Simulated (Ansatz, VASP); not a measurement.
## Two plane-wave programs on GdO

File INCAR:

```
SYSTEM = GdO
PREC = Accurate
ENCUT = 520
EDIFF = 1E-6
ISMEAR = 0
SIGMA = 0.05
LREAL = .False.
LASPH = .True.
NELM = 150
ALGO = Normal
ISIF = 2
LWAVE = .False.
LCHARG = .True.
MAGMOM = 0 0 7 0 0 0
LORBIT = 11
LSORBIT = .True.
GGA_COMPAT = .False.
LORBMOM = .True.
LMAXMIX = 6
GGA = PE
LVHAR = .True.
NBANDS = 36
```

File KPOINTS:

```
regular mesh
0
Gamma
  12 12 12
  0 0 0
```

POSCAR

```
GdO
1.0
    0.0000000000      2.6933771097      2.6933771097
    2.6933771097      0.0000000000      2.6933771097
    2.6933771097      2.6933771097      0.0000000000
Gd O
1 1
Direct
    0.0000000000      0.0000000000      0.0000000000
    0.2500000000      0.2500000000      0.2500000000
```

Input for Ansatz:

```yaml
crystal:
  lattice:
    - [0.0, 2.6933771097, 2.6933771097]
    - [2.6933771097, 0.0, 2.6933771097]
    - [2.6933771097, 2.6933771097, 0.0]
  atoms:
    - { symbol: Gd, position: [0.0, 0.0, 0.0], spin: 7.0, spin_axis: [0.0, 0.0, 1.0] }
    - { symbol: O, position: [0.25, 0.25, 0.25] }
basis:
  ecutwfc: 420
  ecutrho_ratio: 4
kpoints:
  mp_grid: { grid: [12, 12, 12] }
hamiltonian:
  xc: pbe
scf:
  occupations: { method: gaussian, width: 0.05 }
output:
  forces: true
  stress: true
  eigenvalues: true
  populations: true
  hubbard: { sites: [{ species: Gd, l: f }] }
magnetization:
  noncollinear: true
  spin_orbit: true
```

Alike in both runs: task single point; functional PBE; k mesh 12 × 12 × 12; occupations gaussian, width 0.05 eV; non-collinear spin, spin-orbit coupling.

|  | VASP | Ansatz |
| --- | --- | --- |
| version | VASP 6.6.1 | Ansatz 0.2.0 |
| potentials or method | VASP PAW PBE potentials, release 64 (Gd, O), cutoff 520 eV | plane waves, PAW |
| valence electrons in the cell | 24 | 24 |

```csv
,VASP,Ansatz,Ansatz less VASP
pressure (GPa),0.1,-0.1,-0.23
net moment per atom (μB),3.75,3.76,+0.002
```

Ansatz's warnings: stress scf threshold loose.
